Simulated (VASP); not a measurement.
# Lu (Pm-3m) in VASP: further runs

The runs below take Lu through single point, relaxation of cell and atoms, with PBE.

All numbers are computed with VASP 6.6.1; they aren't measurements. Logs are shortened: lines on timing, memory, paths and dates and some standing lists are left out, and cuts for length are marked.

## Step 1: The cell of the first run

It takes space group Pm-3m (No. 221, cubic). The conventional cell has a = 3.249 Å, b = 3.249 Å, c = 3.249 Å, α = 90.00°, β = 90.00°, γ = 90.00°. Within 4.3 Å of Lu (site symmetry m-3m) lie 6 Lu at 3.25 Å.

The cell was generated, and may not be a known phase.

## Step 2: Single point, PBE

The input, INCAR:

```
SYSTEM = Lu
  ALGO = Normal
  EDIFF = 1E-6
  ENCUT = 520
  GGA = PE
  ISIF = 2
  ISMEAR = 0
  LASPH = .True.
  LCHARG = .False.
  LREAL = .False.
  LWAVE = .False.
  NBANDS = 18
  NELM = 60
  PREC = Accurate
  SIGMA = 0.1
```

The input, KPOINTS:

```
k-points
0
Gamma
  6 6 6
  0 0 0
```

The input, POSCAR:

```
Lu
1.0
    3.2485744000      0.0000000000      0.0000000000
    0.0000000000      3.2485744000      0.0000000000
    0.0000000000      0.0000000000      3.2485744000
Lu
1
Direct
    0.0000000000      0.0000000000      0.0000000000
```

Potentials or basis: VASP PAW PBE potentials, release 64 (Lu).

Command:

```bash
> cat potpaw_PBE.64/Lu/POTCAR > POTCAR
> mpirun -np 1 vasp_std > vasp.out
```

OUTCAR:

```text
SYSTEM = Lu
   EDIFF = 1E-6
   ENCUT = 520
   GGA = PE
   ISIF = 2
   ISMEAR = 0
   LASPH = .True.
   LREAL = .False.
   NELM = 60
   PREC = Accurate

 ion  position               nearest neighbor table
   1  0.000  0.000  0.000-

  LATTYP: Found a simple cubic cell.
 ALAT       =     3.2485744000

  Lattice vectors:

 A1 = (   3.2485744000,   0.0000000000,   0.0000000000)
 A2 = (   0.0000000000,   3.2485744000,   0.0000000000)
 A3 = (   0.0000000000,   0.0000000000,   3.2485744000)

Analysis of symmetry for initial positions (statically):
=====================================================================
 Subroutine PRICEL returns:
 Original cell was already a primitive cell.

 Routine SETGRP: Setting up the symmetry group for a
 simple cubic supercell.

 Subroutine GETGRP returns: Found 48 space group operations
 (whereof 48 operations were pure point group operations)
 out of a pool of 48 trial point group operations.

The static configuration has the point symmetry O_h .

Analysis of symmetry for dynamics (positions and initial velocities):
=====================================================================
 Subroutine PRICEL returns:
 Original cell was already a primitive cell.

 Routine SETGRP: Setting up the symmetry group for a
 simple cubic supercell.

 Subroutine GETGRP returns: Found 48 space group operations
 (whereof 48 operations were pure point group operations)
 out of a pool of 48 trial point group operations.

The dynamic configuration has the point symmetry O_h .

 Subroutine INISYM returns: Found 48 space group operations
 (whereof 48 operations are pure point group operations),
 and found     1 'primitive' translations

----------------------------------------------------------------------------------------

                                     Primitive cell

  volume of cell :      34.2830

  direct lattice vectors                    reciprocal lattice vectors
     3.248574400  0.000000000  0.000000000     0.307827335  0.000000000  0.000000000
     0.000000000  3.248574400  0.000000000     0.000000000  0.307827335  0.000000000
     0.000000000  0.000000000  3.248574400     0.000000000  0.000000000  0.307827335

  length of vectors
     3.248574400  3.248574400  3.248574400     0.307827335  0.307827335  0.307827335

  position of ions in fractional coordinates (direct lattice)
     0.000000000  0.000000000  0.000000000

  ion indices of the primitive-cell ions
   primitive index   ion index
                 1           1

----------------------------------------------------------------------------------------

 KPOINTS: k-points

Automatic generation of k-mesh.
 Grid dimensions read from file:
 generate k-points for:    6    6    6

 Generating k-lattice:

  Cartesian coordinates                     Fractional coordinates (reciprocal lattice)
     0.051304556  0.000000000  0.000000000     0.166666667  0.000000000  0.000000000
     0.000000000  0.051304556  0.000000000     0.000000000  0.166666667  0.000000000
     0.000000000  0.000000000  0.051304556     0.000000000  0.000000000  0.166666667

  Length of vectors
     0.051304556  0.051304556  0.051304556

  Shift w.r.t. Gamma in fractional coordinates (k-lattice)
     0.000000000  0.000000000  0.000000000

 Subroutine IBZKPT returns following result:
 ===========================================

 Found     20 irreducible k-points:

 Following reciprocal coordinates:
            Coordinates               Weight
  0.000000  0.000000  0.000000      1.000000
  0.166667  0.000000  0.000000      6.000000
  0.333333  0.000000  0.000000      6.000000
  0.500000  0.000000  0.000000      3.000000
  0.166667  0.166667  0.000000     12.000000
  0.333333  0.166667  0.000000     24.000000
[... 12 lines left out ...]
  0.500000  0.500000  0.333333      6.000000
  0.500000  0.500000  0.500000      1.000000
   k-points           NKPTS =     20   k-points in BZ     NKDIM =     20   number of bands    NBANDS=     18
   number of dos      NEDOS =    301   number of ions     NIONS =      1
   total plane-waves  NPLWV =  13824
   dimension x,y,z NGX =    24 NGY =   24 NGZ =   24
   dimension x,y,z NGXF=    48 NGYF=   48 NGZF=   48
   ions per type =               1
   NGX,Y,Z   is equivalent  to a cutoff of  12.28, 12.28, 12.28 a.u.
   NGXF,Y,Z  is equivalent  to a cutoff of  24.56, 24.56, 24.56 a.u.
 SYSTEM =  Lu
   PREC   = accura    normal or accurate (medium, high low for compatibility)
   ISTART =      0    job   : 0-new  1-cont  2-samecut
   ICHARG =      2    charge: 1-file 2-atom 10-const
   ISPIN  =      1    spin polarized calculation?
   LNONCOLLINEAR =      F non collinear calculations
   LSORBIT =      F    spin-orbit coupling
   LASPH  =      T    aspherical Exc in radial PAW
   ENCUT  =  520.0 eV  38.22 Ry    6.18 a.u.   6.04  6.04  6.04*2*pi/ulx,y,z
   NELM   =     60;   NELMIN=  2; NELMDL= -5     # of ELM steps
   EDIFF  = 0.1E-05   stopping-criterion for ELM
   LREAL  =      F    real-space projection
   EDIFFG = 0.1E-04   stopping-criterion for IOM
   NSW    =      0    number of steps for IOM
   IBRION =     -1    ionic relax: 0-MD 1-quasi-New 2-CG
   NFREE  =      0    steps in history (QN), initial steepest desc. (CG)
   ISIF   =      2    stress and relaxation
   ISYM   =      2    0-nonsym 1-usesym 2-fastsym
   POTIM  = 0.5000    time-step for ionic-motion
   TEBEG  =    0.0;   TEEND  =   0.0 temperature during run
   PSTRESS=    0.0 pullay stress
   NELECT =      25.0000    total number of electrons
   NUPDOWN=      -1.0000    fix difference up-down
   EMIN   =  10.00;   EMAX   =-10.00  energy-range for DOS
   EFERMI =   0.00;   METHOD = LEGACY
   ISMEAR =     0;   SIGMA  =   0.10  broadening in eV -4-tet -1-fermi 0-gaus
   EFERMI_NEDOS =   21; number of points for ismear=-14 and -15
   IALGO  =     38    algorithm
   IMIX   =      4    mixing-type and parameters
     AMIX     =   0.40;   BMIX     =  1.00
     AMIX_MAG =   1.60;   BMIX_MAG =  1.00
  volume/ion in A,a.u.               =      34.28       231.35
  Fermi-wavevector in a.u.,A,eV,Ry     =   1.473540  2.784587 29.542616  2.171321
  Thomas-Fermi vector in A             =   2.588421
   LORBIT       =      0    0 simple, 1 ext, 2 COOP (PROOUT), +10 PAW based schemes
   GGA     = PE    functional components
   LHFCALC =     F    Hartree Fock is set to
   AEXX    =    0.0000 exact exchange contribution
   IVDW    =     0    specifies the selected vdW correction
   LEPSILON=     F    determine dielectric tensor
   LRPA    =     F    only Hartree local field effects (RPA)
 non-spin polarized calculation
 Gauss-broadening in eV      SIGMA  =   0.10
  energy-cutoff  :      520.00
  volume of cell :       34.28
 maximum number of plane-waves:       942
   NGX = 13   NGY = 13   NGZ = 13

 number of electron      25.0000031 magnetization

 Free energy of the ion-electron system (eV)
  ---------------------------------------------------
  ext. energy  EPLUGINS =         0.00000000
  ---------------------------------------------------
  free energy    TOTEN  =        -3.66020155 eV

  energy without entropy =       -3.64826075  energy(sigma->0) =       -3.65423115

 E-fermi :   1.6440     XC(G=0):  -9.8615

 val. band max:        1.6280875868   @ k =   0.1667   0.1667   0.0000
 cond. band min:       1.6831693207   @ k =   0.3333   0.1667   0.0000
 fundamental gap:      0.0550817340
 Fermi energy:         1.6440182757

 k-point     1 :       0.0000    0.0000    0.0000
  band No.  band energies     occupation
      1     -55.1985      2.00000
      2     -25.6300      2.00000
      3     -25.6300      2.00000
      4     -25.6300      2.00000
      5      -3.9686      2.00000
      6      -3.8980      2.00000
[... 10 lines left out ...]
     17       7.3558      0.00000
     18      11.7469      0.00000

 k-point     2 :       0.1667    0.0000    0.0000
  band No.  band energies     occupation
      1     -55.1930      2.00000
      2     -25.7496      2.00000
      3     -25.6200      2.00000
      4     -25.6200      2.00000
      5      -3.9057      2.00000
      6      -3.8941      2.00000
[... 10 lines left out ...]
     17       7.4234      0.00000
     18       9.7525      0.00000

 k-point     3 :       0.3333    0.0000    0.0000
  band No.  band energies     occupation
      1     -55.1820      2.00000
      2     -25.9811      2.00000
      3     -25.6000      2.00000
      4     -25.6000      2.00000
      5      -3.9303      2.00000
      6      -3.9207      2.00000
[... 10 lines left out ...]
     17       7.5628      0.00000
     18       8.6060      0.00000

 k-point     4 :       0.5000    0.0000    0.0000
  band No.  band energies     occupation
      1     -55.1765      2.00000
      2     -26.0932      2.00000
      3     -25.5899      2.00000
      4     -25.5899      2.00000
      5      -3.9465      2.00000
      6      -3.9279      2.00000
[... 10 lines left out ...]
     17       7.6348      0.00000
     18       9.3029      0.00000

 k-point     5 :       0.1667    0.1667    0.0000
  band No.  band energies     occupation
      1     -55.1876      2.00000
      2     -25.7429      2.00000
      3     -25.7339      2.00000
      4     -25.6102      2.00000
      5      -3.9028      2.00000
      6      -3.8988      2.00000
[... 10 lines left out ...]
     17       6.7500      0.00000
     18      10.7723      0.00000

 k-point     6 :       0.3333    0.1667    0.0000
  band No.  band energies     occupation
      1     -55.1766      2.00000
      2     -25.9677      2.00000
      3     -25.7158      2.00000
      4     -25.5903      2.00000
      5      -3.9269      2.00000
      6      -3.9112      2.00000
[... 10 lines left out ...]
     17       6.7880      0.00000
     18       9.2126      0.00000

 k-point     7 :       0.5000    0.1667    0.0000
  band No.  band energies     occupation
      1     -55.1711      2.00000
      2     -26.0787      2.00000
      3     -25.7046      2.00000
      4     -25.5804      2.00000
      5      -3.9422      2.00000
      6      -3.9185      2.00000
[... 10 lines left out ...]
     17       6.8830      0.00000
     18       9.3272      0.00000

 k-point     8 :       0.3333    0.3333    0.0000
  band No.  band energies     occupation
      1     -55.1657      2.00000
      2     -25.9448      2.00000
      3     -25.9363      2.00000
      4     -25.5709      2.00000
      5      -3.9245      2.00000
      6      -3.9228      2.00000
[... 10 lines left out ...]
     17       5.7417      0.00000
     18       9.6322      0.00000
[... 145 lines left out ...]
     17       6.5755      0.00000
     18       9.4625      0.00000

 k-point    16 :       0.5000    0.5000    0.1667
  band No.  band energies     occupation
      1     -55.1495      2.00000
      2     -26.0214      2.00000
      3     -26.0214      2.00000
      4     -25.6619      2.00000
      5      -3.9259      2.00000
      6      -3.9259      2.00000
[... 10 lines left out ...]
     17       6.8418      0.00000
     18       9.0391      0.00000

 k-point    17 :       0.3333    0.3333    0.3333
  band No.  band energies     occupation
      1     -55.1496      2.00000
      2     -25.9097      2.00000
      3     -25.8982      2.00000
      4     -25.8982      2.00000
      5      -3.9028      2.00000
      6      -3.8975      2.00000
[... 10 lines left out ...]
     17       5.2172      0.00000
     18      10.3801      0.00000

 k-point    18 :       0.5000    0.3333    0.3333
  band No.  band energies     occupation
      1     -55.1442      2.00000
      2     -26.0082      2.00000
      3     -25.8928      2.00000
      4     -25.8854      2.00000
      5      -3.9144      2.00000
      6      -3.8965      2.00000
[... 10 lines left out ...]
     17       7.7416      0.00000
     18       9.6492      0.00000

 k-point    19 :       0.5000    0.5000    0.3333
  band No.  band energies     occupation
      1     -55.1389      2.00000
      2     -25.9943      2.00000
      3     -25.9943      2.00000
      4     -25.8764      2.00000
      5      -3.9096      2.00000
      6      -3.9096      2.00000
[... 10 lines left out ...]
     17       8.1703      0.00000
     18       8.6898      0.00000

 k-point    20 :       0.5000    0.5000    0.5000
  band No.  band energies     occupation
      1     -55.1335      2.00000
      2     -25.9807      2.00000
      3     -25.9807      2.00000
      4     -25.9807      2.00000
      5      -3.9082      2.00000
      6      -3.9039      2.00000
[... 10 lines left out ...]
     17       8.6721      0.00000
     18       8.6721      0.00000

------------------------ aborting loop because EDIFF is reached ----------------------------------------

  FORCE on cell =-STRESS in cart. coord.  units (eV):
  Direction    XX          YY          ZZ          XY          YZ          ZX
  --------------------------------------------------------------------------------------
  -------------------------------------------------------------------------------------
  Total       -0.0860796     -0.0860796     -0.0860796     -0.0000000     -0.0000000      0.0000000
  in kB       -4.0228362     -4.0228362     -4.0228362     -0.0000000     -0.0000000      0.0000000
  external PRESSURE =      -4.0228362 kB  Pullay stress =       0.0000000 kB

 VOLUME and BASIS-vectors are now :
 -----------------------------------------------------------------------------
  energy-cutoff  :      520.00
  volume of cell :       34.28
      direct lattice vectors                 reciprocal lattice vectors
     3.248574400  0.000000000  0.000000000     0.307827335  0.000000000  0.000000000
     0.000000000  3.248574400  0.000000000     0.000000000  0.307827335  0.000000000
     0.000000000  0.000000000  3.248574400     0.000000000  0.000000000  0.307827335

 POSITION                                       TOTAL-FORCE (eV/Angst)
 -----------------------------------------------------------------------------------
      0.00000      0.00000      0.00000         0.000000      0.000000      0.000000
 -----------------------------------------------------------------------------------
    total drift:                                0.000000     -0.000000      0.000000

  FREE ENERGIE OF THE ION-ELECTRON SYSTEM (eV)
  ---------------------------------------------------
  free  energy   TOTEN  =        -3.6602015496 eV

  energy  without entropy=       -3.6482607504  energy(sigma->0) =       -3.65423115
```

Wall time 7 s (1 thread of Intel Xeon Platinum 8488C (Sapphire Rapids), shared host); peak memory 0.15 GiB.

Results:

* Free energy: -3.6602 eV
* Pressure: -0.4 GPa
* Band gap on the k mesh: zero (an odd number of electrons rules out a gap without spin polarisation)

Levels at points of the mesh, in eV from the Fermi level:
| k point | band 9 | band 10 | band 11 | band 12 | band 13 | band 14 | band 15 | band 16 | band 17 | band 18 |
| --- | --- | --- | --- | --- | --- | --- | --- | --- | --- | --- |
| (0.00, 0.00, 0.00) | -5.51 | -5.51 | -5.51 | -5.49 | -0.40 | -0.40 | 5.71 | 5.71 | 5.71 | 10.10 |
| (0.50, 0.00, 0.00) | -5.50 | -5.47 | -5.47 | -2.75 | -0.51 | 0.33 | 3.08 | 3.08 | 5.99 | 7.66 |
| (0.50, 0.50, 0.00) | -5.52 | -5.48 | -5.47 | -1.67 | -0.29 | 2.98 | 2.98 | 3.66 | 3.66 | 7.35 |
| (0.50, 0.50, 0.50) | -5.49 | -5.49 | -5.49 | -0.38 | -0.38 | -0.38 | 5.99 | 7.03 | 7.03 | 7.03 |

Caveat: spin-orbit coupling is left out, which moves the levels of the heavy elements.

## Step 3: Single point, PBE

This run uses another cell than the first one, of 33.81 Å³/atom.

The input, INCAR:

```
SYSTEM = Lu
ALGO     = Fast           ! electronic algorithm
EDIFF    = 1E-7           ! SCF threshold, eV
ENCUT    = 520            ! plane-wave cutoff, eV
GGA      = PE             ! functional
ISIF     = 2              ! what is computed and relaxed
ISMEAR   = 0              ! smearing method
LASPH    = .True.         ! aspherical terms in the spheres
LCHARG   = .False.        ! write CHGCAR
LREAL    = .False.        ! projectors in reciprocal space
LWAVE    = .False.        ! write WAVECAR
NBANDS   = 18             ! bands
NELM     = 60             ! most SCF steps
PREC     = Accurate       ! precision mode
SIGMA    = 0.1            ! smearing width, eV
```

KPOINTS is that of step 2.

The input, POSCAR:

```
Lu
1.0
    3.2336853248      0.0000000000      0.0000000000
    0.0000000000      3.2336853248      0.0000000000
    0.0000000000      0.0000000000      3.2336853248
Lu
1
Direct
    0.0000000000      0.0000000000      0.0000000000
```

Potentials or basis: VASP PAW PBE potentials, release 64 (Lu).

Command:

```bash
> cat potpaw_PBE.64/Lu/POTCAR > POTCAR
> mpirun -np 1 vasp_std > vasp.out
```

It took 26 s on 1 thread of Intel Xeon Platinum 8488C (Sapphire Rapids), shared host; peak memory 0.15 GiB.

The run converged. Its results:

```
Free energy            : -3.6607 eV
Pressure               : 0.0 GPa
Band gap on the k mesh : zero (an odd number of electrons rules out a gap without spin polarisation)
```

Levels at points of the mesh, in eV from the Fermi level:
| k point | band 9 | band 10 | band 11 | band 12 | band 13 | band 14 | band 15 | band 16 | band 17 | band 18 |
| --- | --- | --- | --- | --- | --- | --- | --- | --- | --- | --- |
| (0.00, 0.00, 0.00) | -5.49 | -5.49 | -5.49 | -5.47 | -0.42 | -0.42 | 5.79 | 5.79 | 5.79 | 10.21 |
| (0.50, 0.00, 0.00) | -5.48 | -5.45 | -5.45 | -2.76 | -0.49 | 0.33 | 3.12 | 3.12 | 6.08 | 7.78 |
| (0.50, 0.50, 0.00) | -5.50 | -5.46 | -5.44 | -1.71 | -0.28 | 3.04 | 3.04 | 3.71 | 3.71 | 7.46 |
| (0.50, 0.50, 0.50) | -5.47 | -5.47 | -5.47 | -0.40 | -0.40 | -0.40 | 6.01 | 7.16 | 7.16 | 7.16 |

Caveat: spin-orbit coupling is left out, which moves the levels of the heavy elements.

## Step 4: Relaxation of cell and atoms, PBE

The input, INCAR:

```
SYSTEM = Lu
ALGO = Normal
EDIFF = 1E-6
EDIFFG = -0.04
ENCUT = 600
GGA = PE
IBRION = 2
ISIF = 3
ISMEAR = 0
LASPH = .True.
LCHARG = .False.
LREAL = .False.
LWAVE = .False.
NELM = 80
NSW = 90
PREC = Accurate
SIGMA = 0.1
```

KPOINTS is that of step 3.

The input, POSCAR:

```
Lu
1.0
    3.2485744000      0.0000000000      0.0000000000
    0.0000000000      3.2485744000      0.0000000000
    0.0000000000      0.0000000000      3.2485744000
Lu
1
Direct
    0.0000000000      0.0000000000      0.0000000000
```

Command:

```bash
> cat potpaw_PBE.64/Lu/POTCAR > POTCAR
> mpirun -np 1 vasp_std > vasp.out
```

Wall time 45 s (1 thread of Intel Xeon Platinum 8488C (Sapphire Rapids), shared host); peak memory 0.18 GiB.

Results (log left out):

```yaml
Free_energy: -3.6610 eV
Relaxed_volume: 33.89 Å³/atom
Relaxed_cell: a = 3.236 Å, b = 3.236 Å, c = 3.236 Å, α = 90.00°, β = 90.00°, γ = 90.00°
Space_group_after_relaxing_to_0.1_Å: Pm-3m (No. 221)
Energy_gained_by_relaxing: 0.6 meV/atom
Ionic_steps: 5
Pressure_after_relaxing: 0.0 GPa
Band_gap_on_the_k_mesh: zero (an odd number of electrons rules out a gap without spin polarisation)
```

Step by step:
| step | energy change (eV) | largest force (eV/Å) | pressure (GPa) | volume (Å³) |
| --- | --- | --- | --- | --- |
| 1 | 0.0000 | 0.0000 | -0.24 | 34.28 |
| 2 | -0.0005 | 0.0000 | -0.23 | 34.03 |
| 3 | 0.0002 | 0.0000 | 0.46 | 33.26 |
| 4 | -0.0006 | 0.0000 | 0.21 | 33.76 |
| 5 | -0.0006 | 0.0000 | -0.03 | 33.89 |

Final structure:
```yaml
crystal:
  lattice:
    - [3.23608, 0.00000, 0.00000]
    - [0.00000, 3.23608, 0.00000]
    - [0.00000, 0.00000, 3.23608]
  atoms:
    - { symbol: Lu, position: [0.00000, 0.00000, 0.00000] }
```

Levels at points of the mesh, in eV from the Fermi level:
```tsv
k point	band 11	band 12	band 13	band 14	band 15	band 16
(0.00, 0.00, 0.00)	-5.49	-5.47	-0.41	-0.41	5.78	5.78
(0.50, 0.00, 0.00)	-5.45	-2.76	-0.50	0.33	3.11	3.11
(0.50, 0.50, 0.00)	-5.45	-1.71	-0.28	3.03	3.03	3.70
(0.50, 0.50, 0.50)	-5.47	-0.40	-0.40	-0.40	6.01	7.14
```

Caveat: spin-orbit coupling is left out, which moves the levels of the heavy elements.

(Part 1 of 2 ends here.)

The gap in the log of VASP goes by the Fermi energy; the results here count the filled bands.